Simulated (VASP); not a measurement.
# LiFeN (P-6m2) in VASP: single point with PBE+U

Aim: the single point of LiFeN with PBE+U.

All numbers are computed with VASP 6.6.1; they aren't measurements. Logs are shortened: lines on timing, memory, paths and dates and some standing lists are left out, and cuts for length are marked.

## Step 1: The cell of the first run

Symmetry: P-6m2, No. 187, hexagonal system. The conventional cell has a = 3.101 Å, b = 3.101 Å, c = 4.145 Å, α = 90.00°, β = 90.00°, γ = 120.00°. Fe (site symmetry -6m2) has 3 N at 1.79 Å within 2.4 Å. N (site symmetry -6m2) has 3 Fe at 1.79 Å and 2 Li at 2.07 Å within 2.4 Å. Within 2.8 Å of Li (site symmetry -6m2) lie 2 N at 2.07 Å and 6 Fe at 2.74 Å.

## Step 2: Single point, PBE+U, collinear spin, ferromagnetic start

The input, POSCAR:

```
LiFeN
1.0
    3.1006003459      0.0000000000      0.0000000000
   -1.5503001729      2.6851986665      0.0000000000
    0.0000000000      0.0000000000      4.1453390000
Fe N Li
1 1 1
Direct
    0.3333333333      0.6666666667      0.5000000000
    0.0000000000      0.0000000000      0.5000000000
    0.0000000000      0.0000000000      0.0000000000
```

The input, INCAR.step1:

```
SYSTEM = LiFeN
  PREC = Accurate
  ENCUT = 520
  EDIFF = 1E-7
  ISMEAR = -1
  SIGMA = 0.05
  LREAL = .FALSE.
  LASPH = .TRUE.
  NELM = 150
  ALGO = Fast
  ISIF = 2
  LWAVE = .FALSE.
  LCHARG = .TRUE.
  ISPIN = 2
  MAGMOM = 3 0 0
  LMAXMIX = 4
  LDAU = .TRUE.
  LDAUTYPE = 2
  LDAUL = 2 -1 -1
  LDAUU = 8 0 0
  LDAUJ = 0 0 0
  LDAUPRINT = 1
  GGA = PE
  NBANDS = 19
```

The input, KPOINTS.step1:

```
regular mesh
0
G
  10 10 7
  0 0 0
```

The input, INCAR.step2:

```
SYSTEM = LiFeN
  PREC = Accurate
  ENCUT = 520
  EDIFF = 1E-7
  ISMEAR = -5
  SIGMA = 0.05
  LREAL = .FALSE.
  LASPH = .TRUE.
  NELM = 150
  ALGO = Fast
  ISIF = 2
  LWAVE = .FALSE.
  LCHARG = .FALSE.
  ISPIN = 2
  MAGMOM = 3 0 0
  LORBIT = 11
  LMAXMIX = 4
  LDAU = .TRUE.
  LDAUTYPE = 2
  LDAUL = 2 -1 -1
  LDAUU = 8 0 0
  LDAUJ = 0 0 0
  LDAUPRINT = 1
  GGA = PE
  NEDOS = 2001
  ICHARG = 11
```

The input, KPOINTS.step2:

```
regular mesh
0
G
  15 15 11
  0 0 0
```

Potentials or basis: VASP PAW PBE potentials, release 64 (Fe, N, Li_sv).

The run is started by

```console
cat potpaw_PBE.64/Fe/POTCAR potpaw_PBE.64/N/POTCAR potpaw_PBE.64/Li_sv/POTCAR > POTCAR
cp INCAR.step1 INCAR
cp KPOINTS.step1 KPOINTS
mpirun -np 1 vasp_std > vasp.out
cp INCAR.step2 INCAR
cp KPOINTS.step2 KPOINTS
mpirun -np 1 vasp_std > vasp.out
```

OUTCAR:

```text
SYSTEM = LiFeN
   PREC = Accurate
   ENCUT = 520
   EDIFF = 1E-7
   ISMEAR = -5
   LREAL = .FALSE.
   LASPH = .TRUE.
   NELM = 150
   ISIF = 2
   ISPIN = 2
   LORBIT = 11
   GGA = PE
   ICHARG = 11

 ion  position               nearest neighbor table
   1  0.333  0.667  0.500-   2 1.79   2 1.79   2 1.79   3 2.74   3 2.74   3 2.74   3 2.74   3 2.74
                             3 2.74
   2  0.000  0.000  0.500-   1 1.79   1 1.79   1 1.79   3 2.07   3 2.07
   3  0.000  0.000  0.000-   2 2.07   2 2.07   1 2.74   1 2.74   1 2.74   1 2.74   1 2.74   1 2.74

  LATTYP: Found a hexagonal cell.
 ALAT       =     3.1006003459
 C/A-ratio  =     1.3369472159

  Lattice vectors:

 A1 = (   3.1006003459,   0.0000000000,   0.0000000000)
 A2 = (  -1.5503001729,   2.6851986665,   0.0000000000)
 A3 = (   0.0000000000,   0.0000000000,   4.1453390000)

Analysis of symmetry for initial positions (statically):
=====================================================================
 Subroutine PRICEL returns:
 Original cell was already a primitive cell.

 Routine SETGRP: Setting up the symmetry group for a
 hexagonal supercell.

 Subroutine GETGRP returns: Found 12 space group operations
 (whereof 12 operations were pure point group operations)
 out of a pool of 24 trial point group operations.

The static configuration has the point symmetry D_3h.

Analysis of symmetry for dynamics (positions and initial velocities):
=====================================================================
 Subroutine PRICEL returns:
 Original cell was already a primitive cell.

 Routine SETGRP: Setting up the symmetry group for a
 hexagonal supercell.

 Subroutine GETGRP returns: Found 12 space group operations
 (whereof 12 operations were pure point group operations)
 out of a pool of 24 trial point group operations.

The dynamic configuration has the point symmetry D_3h.

Analysis of structural, dynamic, and magnetic symmetry:
=====================================================================
 Subroutine PRICEL returns:
 Original cell was already a primitive cell.

 Routine SETGRP: Setting up the symmetry group for a
 hexagonal supercell.

 Subroutine GETGRP returns: Found 12 space group operations
 (whereof 12 operations were pure point group operations)
 out of a pool of 24 trial point group operations.

The overall configuration has the point symmetry D_3h.

 Subroutine INISYM returns: Found 12 space group operations
 (whereof 12 operations are pure point group operations),
 and found     1 'primitive' translations

----------------------------------------------------------------------------------------

                                     Primitive cell

  volume of cell :      34.5130

  direct lattice vectors                    reciprocal lattice vectors
     3.100600346  0.000000000  0.000000000     0.322518186  0.186205962  0.000000000
    -1.550300173  2.685198666  0.000000000     0.000000000  0.372411923  0.000000000
     0.000000000  0.000000000  4.145339000     0.000000000  0.000000000  0.241234794

  length of vectors
     3.100600346  3.100600346  4.145339000     0.372411923  0.372411923  0.241234794

  position of ions in fractional coordinates (direct lattice)
     0.333333333  0.666666667  0.500000000
     0.000000000  0.000000000  0.500000000
     0.000000000  0.000000000  0.000000000

  ion indices of the primitive-cell ions
   primitive index   ion index
                 1           1
                 2           2
                 3           3

----------------------------------------------------------------------------------------

 KPOINTS: regular mesh

Automatic generation of k-mesh.
 Grid dimensions read from file:
 generate k-points for:   15   15   11
[... 85 lines left out ...]
     AMIX     =   0.40;   BMIX     =  1.00
     AMIX_MAG =   1.60;   BMIX_MAG =  1.00
  volume/ion in A,a.u.               =      11.50        77.63
  Fermi-wavevector in a.u.,A,eV,Ry     =   1.267031  2.394342 21.842368  1.605369
  Thomas-Fermi vector in A             =   2.400201
   LORBIT       =     11    0 simple, 1 ext, 2 COOP (PROOUT), +10 PAW based schemes
 LDA+U is selected, type is set to LDAUTYPE =  2
   angular momentum for each species LDAUL =     2   -1   -1
   U (eV)           for each species LDAUU =   8.0  0.0  0.0
   J (eV)           for each species LDAUJ =   0.0  0.0  0.0
   GGA     = PE    functional components
   LHFCALC =     F    Hartree Fock is set to
   AEXX    =    0.0000 exact exchange contribution
   IVDW    =     0    specifies the selected vdW correction
   LEPSILON=     F    determine dielectric tensor
   LRPA    =     F    only Hartree local field effects (RPA)
 spin polarized calculation
 RMM-DIIS sequential band-by-band and
 Fermi weights with tetrahedron method with Bloechl corrections
  energy-cutoff  :      520.00
  volume of cell :       34.51
 maximum number of plane-waves:       942
 NGX is ok and might be reduce to    24

atom =   1  type =  1  l = 2

 onsite density matrix

spin component  1

  1.1007 -0.0000 -0.0000  0.0000  0.0000
 -0.0000  0.9980 -0.0000  0.0000 -0.0000
 -0.0000 -0.0000  0.9423 -0.0000 -0.0000
  0.0000  0.0000 -0.0000  0.9980 -0.0000
  0.0000 -0.0000 -0.0000 -0.0000  1.1007

spin component  2

  0.1951  0.0000 -0.0000  0.0000  0.0000
  0.0000  0.0483  0.0000  0.0000 -0.0000
 -0.0000  0.0000  0.8636  0.0000 -0.0000
  0.0000  0.0000  0.0000  0.0483 -0.0000
  0.0000 -0.0000 -0.0000 -0.0000  0.1951

 occupancies and eigenvectors

  o =  0.0483  v =  0.0000  0.0000  0.0000  0.0000  0.0000  0.0000 -0.8782 -0.0000  0.4783  0.0000      0.0000  0.0000  0.0000  0.0000  0.0000  0.0000  0.0000  0.0000  0.0000  0.0000
  o =  0.0483  v =  0.0000  0.0000  0.0000  0.0000  0.0000  0.0000 -0.4783  0.0000 -0.8782  0.0000      0.0000  0.0000  0.0000  0.0000  0.0000  0.0000  0.0000  0.0000  0.0000  0.0000
  o =  0.1951  v =  0.0000  0.0000  0.0000  0.0000  0.0000 -0.9995 -0.0000 -0.0000 -0.0000  0.0308      0.0000  0.0000  0.0000  0.0000  0.0000  0.0000  0.0000  0.0000  0.0000  0.0000
  o =  0.1951  v =  0.0000  0.0000  0.0000  0.0000  0.0000 -0.0308 -0.0000 -0.0000 -0.0000 -0.9995      0.0000  0.0000  0.0000  0.0000  0.0000  0.0000  0.0000  0.0000  0.0000  0.0000
  o =  0.8636  v =  0.0000  0.0000  0.0000  0.0000  0.0000 -0.0000 -0.0000  1.0000  0.0000 -0.0000      0.0000  0.0000  0.0000  0.0000  0.0000  0.0000  0.0000  0.0000  0.0000  0.0000
  o =  0.9423  v =  0.0000 -0.0000  1.0000  0.0000  0.0000  0.0000  0.0000  0.0000  0.0000  0.0000      0.0000  0.0000  0.0000  0.0000  0.0000  0.0000  0.0000  0.0000  0.0000  0.0000
  o =  0.9980  v =  0.0000  0.8780  0.0000 -0.4787 -0.0000  0.0000  0.0000  0.0000  0.0000  0.0000      0.0000  0.0000  0.0000  0.0000  0.0000  0.0000  0.0000  0.0000  0.0000  0.0000
  o =  0.9980  v = -0.0000  0.4787 -0.0000  0.8780 -0.0000  0.0000  0.0000  0.0000  0.0000  0.0000      0.0000  0.0000  0.0000  0.0000  0.0000  0.0000  0.0000  0.0000  0.0000  0.0000
  o =  1.1007  v =  0.5222 -0.0000  0.0000  0.0000 -0.8528  0.0000  0.0000  0.0000  0.0000  0.0000      0.0000  0.0000  0.0000  0.0000  0.0000  0.0000  0.0000  0.0000  0.0000  0.0000
  o =  1.1007  v = -0.8528 -0.0000  0.0000 -0.0000 -0.5222  0.0000  0.0000  0.0000  0.0000  0.0000      0.0000  0.0000  0.0000  0.0000  0.0000  0.0000  0.0000  0.0000  0.0000  0.0000

 number of electron      15.9999985 magnetization       3.8467881

 Free energy of the ion-electron system (eV)
  ---------------------------------------------------
  ext. energy  EPLUGINS =         0.00000000
  ---------------------------------------------------
  free energy    TOTEN  =       -14.52950102 eV

  energy without entropy =      -14.52950102  energy(sigma->0) =      -14.52950102

 E-fermi :   4.6603     XC(G=0): -10.1008

 val. band max:        4.7048892214   @ k =   0.0000   0.0000   0.0909
 cond. band min:       4.6432381739   @ k =   0.3333   0.0667   0.4545
 fundamental gap:     -0.0616510475
 Fermi energy:         4.6602637612

 spin component 1

 k-point     1 :       0.0000    0.0000    0.0000
  band No.  band energies     occupation
      1     -42.0342      1.00000
      2     -11.7611      1.00000
      3      -6.2199      1.00000
      4      -6.2199      1.00000
      5      -2.9207      1.00000
      6      -2.9207      1.00000
      7      -1.9889      1.00000
      8      -0.3459      1.00000
      9       4.5924      0.99170
     10       4.9993      0.00000
     11       4.9993      0.00000
     12      12.4799      0.00000
[... 793 lines left out ...]
      3      -1.4360      1.00000
      4       0.3259      1.00000
      5       0.7411      1.00000
      6       1.2183      1.00000
      7       5.6648      0.00000
      8       7.3342      0.00000
      9       8.0662      0.00000
     10       8.3152      0.00000
     11       9.7061      0.00000
     12       9.8143      0.00000
     13      12.3175      0.00000
     14      13.4606      0.00000

 [... further k-points ...]

------------------------ aborting loop because EDIFF is reached ----------------------------------------

  FORCE on cell =-STRESS in cart. coord.  units (eV):
  Direction    XX          YY          ZZ          XY          YZ          ZX
  --------------------------------------------------------------------------------------
  -------------------------------------------------------------------------------------
  Total        9.8725551      9.8725551     -0.0925618      0.0000000      0.0000000     -0.0000000
  in kB      458.3084690    458.3084690     -4.2969466      0.0000000      0.0000000     -0.0000000
  external PRESSURE =     304.1066638 kB  Pullay stress =       0.0000000 kB

 VOLUME and BASIS-vectors are now :
 -----------------------------------------------------------------------------
  energy-cutoff  :      520.00
  volume of cell :       34.51
      direct lattice vectors                 reciprocal lattice vectors
     3.100600346  0.000000000  0.000000000     0.322518186  0.186205962  0.000000000
    -1.550300173  2.685198666  0.000000000     0.000000000  0.372411923  0.000000000
     0.000000000  0.000000000  4.145339000     0.000000000  0.000000000  0.241234794

 POSITION                                       TOTAL-FORCE (eV/Angst)
 -----------------------------------------------------------------------------------
     -0.00000      1.79013      2.07267         0.000000      0.000000      0.000000
      0.00000      0.00000      2.07267        -0.000000      0.000000      0.000000
      0.00000      0.00000      0.00000        -0.000000     -0.000000      0.000000
 -----------------------------------------------------------------------------------
    total drift:                                0.001090     -0.000629      0.000000

  FREE ENERGIE OF THE ION-ELECTRON SYSTEM (eV)
  ---------------------------------------------------
  free  energy   TOTEN  =       -14.5295010150 eV

  energy  without entropy=      -14.5295010150  energy(sigma->0) =      -14.52950102

 total charge

# of ion       s       p       d       tot
------------------------------------------
    1        0.561   0.772   6.444   7.778
    2        1.258   2.591   0.000   3.849
    3        2.031   0.068   0.000   2.099
--------------------------------------------------
tot          3.850   3.431   6.444  13.726

 magnetization (x)

# of ion       s       p       d       tot
------------------------------------------
    1        0.047   0.093   3.777   3.917
    2        0.005   0.067   0.000   0.072
    3       -0.001  -0.004   0.000  -0.005
--------------------------------------------------
tot          0.052   0.156   3.777   3.985
```

Wall time 7.2 min (1 thread of Oxide Virtual Turin-like, shared host); peak memory 0.23 GiB.

What came out:

- Net moment: 3.85 μB per cell
- Site moments: Fe +3.92; N +0.07; Li -0.01 μB
- Valence electrons inside the program's atomic spheres: Fe 7.78; N 3.85; Li 2.10

Levels at points of the mesh, in eV from the Fermi level:
Spin up:
| k point | band 6 | band 7 | band 8 | band 9 | band 10 | band 11 | band 12 | band 13 | band 14 |
| --- | --- | --- | --- | --- | --- | --- | --- | --- | --- |
| (0.00, 0.00, 0.00) | -7.58 | -6.65 | -5.01 | -0.07 | 0.34 | 0.34 | 7.82 | 8.39 | 12.00 |
Spin down:
| k point | band 4 | band 5 | band 6 | band 7 | band 8 | band 9 |
| --- | --- | --- | --- | --- | --- | --- |
| (0.00, 0.00, 0.00) | -4.72 | -4.26 | -4.26 | 0.74 | 3.89 | 3.89 |

Eigenvalues of the final occupation matrices:
```tsv
site	spin	trace	eigenvalues
site 1 d	1	5.14	0.94 1.00 1.00 1.10 1.10
site 1 d	2	1.35	0.05 0.05 0.20 0.20 0.86
```

Caveat: the cutoff is under 1.25 times the usual one of these potentials, so pressure, stress and relaxed cells hold a basis-set (Pulay) error; a cell with one magnetic atom can't hold antiferromagnetic order, which such compounds often take.
